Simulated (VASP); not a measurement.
## HoHgF4: single point with PBE

Crystal: HoHgF4.

```
Ho Hg F
1.0
     4.13132    0.00000    0.00000
    -2.06566    3.57782    0.00000
     0.00000    0.00000    9.38807
Ho Hg F
1 1 4
Cartesian
  0.0000 0.0000 4.6940
  0.0000 0.0000 0.0000
  0.0000 0.0000 6.6960
  0.0000 0.0000 2.6921
  0.0000 2.3852 0.0000
  2.0657 1.1926 0.0000
```

The cell was built from a structure type or drawn by symmetry, and may not be a known phase.

* Program: VASP 6.6.1
* Task: single point
* Functional: PBE
* Potentials or basis: VASP PAW PBE potentials, release 64 (Ho_3, Hg, F), 4f in core
* Cutoff: 600 eV
* k mesh: 12 × 12 × 4
* Occupations: gaussian, width 0.1 eV
* Spin: no spin polarisation
* Dipole correction: no
* Mended: yes
* Further INCAR settings: ALGO = Normal; EDIFF = 1e-06; NBANDS = 34

The pressure is 0.5 GPa, the largest force is 0.346 eV/Å and the band gap on the k mesh is zero (an odd number of electrons rules out a gap without spin polarisation).

Forces in eV/Å, atoms in the order of the input:
```
Ho   0.000  0.000  0.000
Hg   0.000  0.000  0.000
F    0.000  0.000  0.346
F    0.000  0.000 -0.346
F    0.000  0.000  0.000
F    0.000  0.000  0.000
```

Stress tensor (GPa, compression positive):
```
0.07 0.00 0.00
0.00 0.07 0.00
0.00 0.00 1.44
```

Levels at points of the mesh, in eV from the Fermi level:
| k point | band 22 | band 23 | band 24 | band 25 | band 26 | band 27 | band 28 | band 29 |
| --- | --- | --- | --- | --- | --- | --- | --- | --- |
| (0.00, 0.00, 0.00) | -1.50 | -1.10 | -0.74 | -0.74 | 1.19 | 2.11 | 2.11 | 4.44 |
| (0.50, 0.00, 0.00) | -1.53 | -1.39 | 0.00 | 0.08 | 2.25 | 3.68 | 3.90 | 4.16 |
| (0.00, 0.00, 0.50) | -1.50 | -1.10 | -0.74 | -0.74 | 1.31 | 2.11 | 2.11 | 4.67 |
| (0.50, 0.00, 0.50) | -1.54 | -1.39 | 0.00 | 0.08 | 2.25 | 3.67 | 3.98 | 4.16 |

It took 3.8 min on 1 thread of Intel(R) Xeon(R) 6975P-C (Granite Rapids) (shared host), peak memory 0.52 GiB.

Caveat: spin-orbit coupling is left out, which moves the levels of the heavy elements; the 4f electrons are frozen in the core, so they carry no moment and show no levels; an odd number of electrons without spin polarisation forces a metal; a magnetic or distorted state may lie lower; the run has no spin polarisation, though such a crystal can be magnetic. With open d or f shells a metallic result of PBE can be an artefact of self-interaction; +U or a hybrid may open a gap.
